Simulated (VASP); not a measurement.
# BaW (P4/mmm) in VASP: single point with PBE

Aim: the single point of BaW with PBE.

Program: VASP 6.6.1. These are calculated values, not measurements. Logs are shortened: lines on timing, memory, paths and dates and some standing lists are left out, and cuts for length are marked.

## (1) The cell of the first run

Symmetry: P4/mmm, No. 123, tetragonal system. Conventional cell: a = 2.951 Å, b = 2.951 Å, c = 5.719 Å, α = 90.00°, β = 90.00°, γ = 90.00°. Within 3.9 Å of Ba (site symmetry 4/mmm) lie 4 Ba at 2.95 Å and 8 W at 3.54 Å. W (site symmetry 4/mmm) has 4 W at 2.95 Å and 8 Ba at 3.54 Å within 3.9 Å.

## (2) Single point, PBE

INCAR

```
SYSTEM = BaW
ALGO = Fast ; EDIFF = 1E-6
ENCUT = 520 ; GGA = PE
ISIF = 2 ; ISMEAR = 0
LASPH = .True. ; LCHARG = .False.
LREAL = .False. ; LWAVE = .False.
NBANDS = 19 ; NELM = 60
PREC = Accurate ; SIGMA = 0.1
```

KPOINTS

```
k-points
0
Gamma
  16 16 12
  0 0 0
```

POSCAR

```
BaW
1.0
    2.9512943233      0.0000000000      0.0000000000
    0.0000000000      2.9512943233      0.0000000000
    0.0000000000      0.0000000000      5.7190028838
Ba W
1 1
Direct
    0.5000000000      0.5000000000      0.5000000000
    0.0000000000      0.0000000000      0.0000000000
```

Potentials or basis: VASP PAW PBE potentials, release 64 (Ba_sv, W_sv).

Launch:

```
> cat potpaw_PBE.64/Ba_sv/POTCAR potpaw_PBE.64/W_sv/POTCAR > POTCAR
> mpirun -np 1 vasp_std > vasp.out
```

OUTCAR:

```text
SYSTEM = BaW
   EDIFF = 1E-6
   ENCUT = 520
   GGA = PE
   ISIF = 2
   ISMEAR = 0
   LASPH = .True.
   LREAL = .False.
   NELM = 60
   PREC = Accurate

 ion  position               nearest neighbor table
   1  0.500  0.500  0.500-   2 3.54   2 3.54   2 3.54   2 3.54   2 3.54   2 3.54   2 3.54   2 3.54

   2  0.000  0.000  0.000-   1 3.54   1 3.54   1 3.54   1 3.54   1 3.54   1 3.54   1 3.54   1 3.54

  LATTYP: Found a simple tetragonal cell.
 ALAT       =     2.9512943233
 C/A-ratio  =     1.9377948308

  Lattice vectors:

 A1 = (   2.9512943233,   0.0000000000,   0.0000000000)
 A2 = (   0.0000000000,   2.9512943233,   0.0000000000)
 A3 = (   0.0000000000,   0.0000000000,   5.7190028838)

Analysis of symmetry for initial positions (statically):
=====================================================================
 Subroutine PRICEL returns:
 Original cell was already a primitive cell.

 Routine SETGRP: Setting up the symmetry group for a
 simple tetragonal supercell.

 Subroutine GETGRP returns: Found 16 space group operations
 (whereof 16 operations were pure point group operations)
 out of a pool of 16 trial point group operations.

The static configuration has the point symmetry D_4h.

Analysis of symmetry for dynamics (positions and initial velocities):
=====================================================================
 Subroutine PRICEL returns:
 Original cell was already a primitive cell.

 Routine SETGRP: Setting up the symmetry group for a
 simple tetragonal supercell.

 Subroutine GETGRP returns: Found 16 space group operations
 (whereof 16 operations were pure point group operations)
 out of a pool of 16 trial point group operations.

The dynamic configuration has the point symmetry D_4h.

 Subroutine INISYM returns: Found 16 space group operations
 (whereof 16 operations are pure point group operations),
 and found     1 'primitive' translations

----------------------------------------------------------------------------------------

                                     Primitive cell

  volume of cell :      49.8133

  direct lattice vectors                    reciprocal lattice vectors
     2.951294323  0.000000000  0.000000000     0.338834386  0.000000000  0.000000000
     0.000000000  2.951294323  0.000000000     0.000000000  0.338834386  0.000000000
     0.000000000  0.000000000  5.719002884     0.000000000  0.000000000  0.174855656

  length of vectors
     2.951294323  2.951294323  5.719002884     0.338834386  0.338834386  0.174855656

  position of ions in fractional coordinates (direct lattice)
     0.500000000  0.500000000  0.500000000
     0.000000000  0.000000000  0.000000000

  ion indices of the primitive-cell ions
   primitive index   ion index
                 1           1
                 2           2

----------------------------------------------------------------------------------------

 KPOINTS: k-points

Automatic generation of k-mesh.
 Grid dimensions read from file:
 generate k-points for:   16   16   12

 Generating k-lattice:

  Cartesian coordinates                     Fractional coordinates (reciprocal lattice)
     0.021177149  0.000000000  0.000000000     0.062500000  0.000000000  0.000000000
     0.000000000  0.021177149  0.000000000     0.000000000  0.062500000  0.000000000
     0.000000000  0.000000000  0.014571305     0.000000000  0.000000000  0.083333333

  Length of vectors
     0.021177149  0.021177149  0.014571305

  Shift w.r.t. Gamma in fractional coordinates (k-lattice)
     0.000000000  0.000000000  0.000000000

 Subroutine IBZKPT returns following result:
 ===========================================

 Found    315 irreducible k-points:

 Following reciprocal coordinates:
            Coordinates               Weight
  0.000000  0.000000  0.000000      1.000000
  0.062500  0.000000  0.000000      4.000000
  0.125000  0.000000  0.000000      4.000000
  0.187500  0.000000  0.000000      4.000000
  0.250000  0.000000  0.000000      4.000000
  0.312500  0.000000  0.000000      4.000000
[... 16 lines left out ...]
  0.437500  0.125000  0.000000      8.000000
  0.500000  0.125000  0.000000      4.000000
 [... further k-points ...]
   k-points           NKPTS =    315   k-points in BZ     NKDIM =    315   number of bands    NBANDS=     19
   number of dos      NEDOS =    301   number of ions     NIONS =      2
   total plane-waves  NPLWV =  27648
   dimension x,y,z NGX =    24 NGY =   24 NGZ =   48
   dimension x,y,z NGXF=    48 NGYF=   48 NGZF=   96
   ions per type =               1   1
   NGX,Y,Z   is equivalent  to a cutoff of  13.52, 13.52, 13.95 a.u.
   NGXF,Y,Z  is equivalent  to a cutoff of  27.04, 27.04, 27.91 a.u.
 SYSTEM =  BaW
   PREC   = accura    normal or accurate (medium, high low for compatibility)
   ISTART =      0    job   : 0-new  1-cont  2-samecut
   ICHARG =      2    charge: 1-file 2-atom 10-const
   ISPIN  =      1    spin polarized calculation?
   LNONCOLLINEAR =      F non collinear calculations
   LSORBIT =      F    spin-orbit coupling
   LASPH  =      T    aspherical Exc in radial PAW
   ENCUT  =  520.0 eV  38.22 Ry    6.18 a.u.   5.49  5.49 10.63*2*pi/ulx,y,z
   NELM   =     60;   NELMIN=  2; NELMDL= -5     # of ELM steps
   EDIFF  = 0.1E-05   stopping-criterion for ELM
   LREAL  =      F    real-space projection
[... 7 lines left out ...]
   TEBEG  =    0.0;   TEEND  =   0.0 temperature during run
   PSTRESS=    0.0 pullay stress
   NELECT =      24.0000    total number of electrons
   NUPDOWN=      -1.0000    fix difference up-down
   EMIN   =  10.00;   EMAX   =-10.00  energy-range for DOS
   EFERMI =   0.00;   METHOD = LEGACY
   ISMEAR =     0;   SIGMA  =   0.10  broadening in eV -4-tet -1-fermi 0-gaus
   EFERMI_NEDOS =   21; number of points for ismear=-14 and -15
   IALGO  =     68    algorithm
   IMIX   =      4    mixing-type and parameters
     AMIX     =   0.40;   BMIX     =  1.00
     AMIX_MAG =   1.60;   BMIX_MAG =  1.00
  volume/ion in A,a.u.               =      24.91       168.08
  Fermi-wavevector in a.u.,A,eV,Ry     =   1.283404  2.425282 22.410515  1.647126
  Thomas-Fermi vector in A             =   2.415659
   LORBIT       =      0    0 simple, 1 ext, 2 COOP (PROOUT), +10 PAW based schemes
   GGA     = PE    functional components
   LHFCALC =     F    Hartree Fock is set to
   AEXX    =    0.0000 exact exchange contribution
   IVDW    =     0    specifies the selected vdW correction
   LEPSILON=     F    determine dielectric tensor
   LRPA    =     F    only Hartree local field effects (RPA)
 non-spin polarized calculation
 RMM-DIIS sequential band-by-band and
 Gauss-broadening in eV      SIGMA  =   0.10
  energy-cutoff  :      520.00
  volume of cell :       49.81
 maximum number of plane-waves:      1373
 NGX is ok and might be reduce to    24
   NGX = 11   NGY = 11   NGZ = 21

 number of electron      24.0000003 magnetization

 Free energy of the ion-electron system (eV)
  ---------------------------------------------------
  ext. energy  EPLUGINS =         0.00000000
  ---------------------------------------------------
  free energy    TOTEN  =       -11.38326827 eV

  energy without entropy =      -11.37472016  energy(sigma->0) =      -11.37899421

 E-fermi :   5.9432     XC(G=0): -11.1090

 val. band max:        5.9423971706   @ k =   0.5000   0.0625   0.1667
 cond. band min:       5.9539238871   @ k =   0.3750   0.2500   0.5000
 fundamental gap:      0.0115267165
 Fermi energy:         5.9431633748

 k-point     1 :       0.0000    0.0000    0.0000
  band No.  band energies     occupation
      1     -67.8677      2.00000
      2     -32.0071      2.00000
      3     -31.7959      2.00000
      4     -31.7959      2.00000
      5     -22.9866      2.00000
      6      -7.8979      2.00000
[... 11 lines left out ...]
     18      14.5491      0.00000
     19      14.5503      0.00000

 k-point     2 :       0.0625    0.0000    0.0000
  band No.  band energies     occupation
      1     -67.8669      2.00000
      2     -32.0054      2.00000
      3     -31.8124      2.00000
      4     -31.7946      2.00000
      5     -22.9530      2.00000
      6      -7.8672      2.00000
[... 11 lines left out ...]
     18      14.1752      0.00000
     19      14.5679      0.00000

 k-point     3 :       0.1250    0.0000    0.0000
  band No.  band energies     occupation
      1     -67.8645      2.00000
      2     -32.0006      2.00000
      3     -31.8593      2.00000
      4     -31.7907      2.00000
      5     -22.8553      2.00000
      6      -7.7781      2.00000
[... 11 lines left out ...]
     18      13.8986      0.00000
     19      14.6236      0.00000

 k-point     4 :       0.1875    0.0000    0.0000
  band No.  band energies     occupation
      1     -67.8610      2.00000
      2     -31.9933      2.00000
      3     -31.9287      2.00000
      4     -31.7850      2.00000
      5     -22.7032      2.00000
      6      -7.6397      2.00000
[... 11 lines left out ...]
     18      14.1256      0.00000
     19      14.7011      0.00000

 k-point     5 :       0.2500    0.0000    0.0000
  band No.  band energies     occupation
      1     -67.8568      2.00000
      2     -32.0098      2.00000
      3     -31.9848      2.00000
      4     -31.7782      2.00000
      5     -22.5138      2.00000
      6      -8.2050      2.00000
[... 11 lines left out ...]
     18      13.5368      0.00000
     19      14.7512      0.00000

 k-point     6 :       0.3125    0.0000    0.0000
  band No.  band energies     occupation
      1     -67.8526      2.00000
      2     -32.0899      2.00000
      3     -31.9762      2.00000
      4     -31.7714      2.00000
      5     -22.3118      2.00000
      6      -9.1048      2.00000
[... 11 lines left out ...]
     18      12.5650      0.00000
     19      14.5761      0.00000

 k-point     7 :       0.3750    0.0000    0.0000
  band No.  band energies     occupation
      1     -67.8491      2.00000
      2     -32.1570      2.00000
      3     -31.9689      2.00000
      4     -31.7656      2.00000
      5     -22.1289      2.00000
      6      -9.8128      2.00000
[... 11 lines left out ...]
     18      11.8351      0.00000
     19      14.7583      0.00000

 k-point     8 :       0.4375    0.0000    0.0000
  band No.  band energies     occupation
      1     -67.8467      2.00000
      2     -32.2016      2.00000
      3     -31.9640      2.00000
      4     -31.7618      2.00000
      5     -21.9999      2.00000
      6     -10.2660      2.00000
[... 256 lines left out ...]
 k-point    20 :       0.2500    0.1250    0.0000
  band No.  band energies     occupation
      1     -67.8536      2.00000
      2     -32.0037      2.00000
      3     -31.9784      2.00000
      4     -31.8405      2.00000
      5     -22.3835      2.00000
      6      -8.0863      2.00000
[... 11 lines left out ...]
     18      12.5342      0.00000
     19      12.7419      0.00000

 k-point    21 :       0.3125    0.1250    0.0000
  band No.  band energies     occupation
      1     -67.8494      2.00000
      2     -32.0834      2.00000
      3     -31.9699      2.00000
      4     -31.8333      2.00000
      5     -22.1819      2.00000
      6      -8.9820      2.00000
[... 11 lines left out ...]
     18      12.5674      0.00000
     19      12.9246      0.00000

 k-point    22 :       0.3750    0.1250    0.0000
  band No.  band energies     occupation
      1     -67.8459      2.00000
      2     -32.1502      2.00000
      3     -31.9627      2.00000
      4     -31.8272      2.00000
      5     -21.9994      2.00000
      6      -9.6873      2.00000
[... 11 lines left out ...]
     18      12.2649      0.00000
     19      13.1338      0.00000

 k-point    23 :       0.4375    0.1250    0.0000
  band No.  band energies     occupation
      1     -67.8436      2.00000
      2     -32.1946      2.00000
      3     -31.9579      2.00000
      4     -31.8232      2.00000
      5     -21.8707      2.00000
      6     -10.1391      2.00000
[... 11 lines left out ...]
     18      12.1151      0.00000
     19      13.2925      0.00000

 k-point    24 :       0.5000    0.1250    0.0000
  band No.  band energies     occupation
      1     -67.8427      2.00000
      2     -32.2101      2.00000
      3     -31.9562      2.00000
      4     -31.8217      2.00000
      5     -21.8241      2.00000
      6     -10.2948      2.00000
[... 11 lines left out ...]
     18      12.1139      0.00000
     19      13.3514      0.00000

 [... further k-points ...]

------------------------ aborting loop because EDIFF is reached ----------------------------------------

  FORCE on cell =-STRESS in cart. coord.  units (eV):
  Direction    XX          YY          ZZ          XY          YZ          ZX
  --------------------------------------------------------------------------------------
  -------------------------------------------------------------------------------------
  Total        1.0487320      1.0487320      0.6261076      0.0000000      0.0000000     -0.0000000
  in kB       33.7310411     33.7310411     20.1378993      0.0000000      0.0000000     -0.0000000
  external PRESSURE =      29.1999938 kB  Pullay stress =       0.0000000 kB

 VOLUME and BASIS-vectors are now :
 -----------------------------------------------------------------------------
  energy-cutoff  :      520.00
  volume of cell :       49.81
      direct lattice vectors                 reciprocal lattice vectors
     2.951294323  0.000000000  0.000000000     0.338834386  0.000000000  0.000000000
     0.000000000  2.951294323  0.000000000     0.000000000  0.338834386  0.000000000
     0.000000000  0.000000000  5.719002884     0.000000000  0.000000000  0.174855656

 POSITION                                       TOTAL-FORCE (eV/Angst)
 -----------------------------------------------------------------------------------
      1.47565      1.47565      2.85950         0.000000      0.000000      0.000000
      0.00000      0.00000      0.00000         0.000000      0.000000      0.000000
 -----------------------------------------------------------------------------------
    total drift:                                0.000000      0.000000      0.000000

  FREE ENERGIE OF THE ION-ELECTRON SYSTEM (eV)
  ---------------------------------------------------
  free  energy   TOTEN  =       -11.3832682677 eV

  energy  without entropy=      -11.3747201564  energy(sigma->0) =      -11.37899421
```

It took 5.2 min on 1 thread of Intel Xeon 6975P-C (Granite Rapids), shared host; peak memory 0.41 GiB.

Results:

| Item | Value |
| --- | --- |
| Free energy | -11.3833 eV |
| Pressure | 2.9 GPa |
| Band gap on the k mesh | zero (bands 12 and 13 overlap by 1.78 eV) |

Caveat: spin-orbit coupling is left out, which moves the levels of the heavy elements.
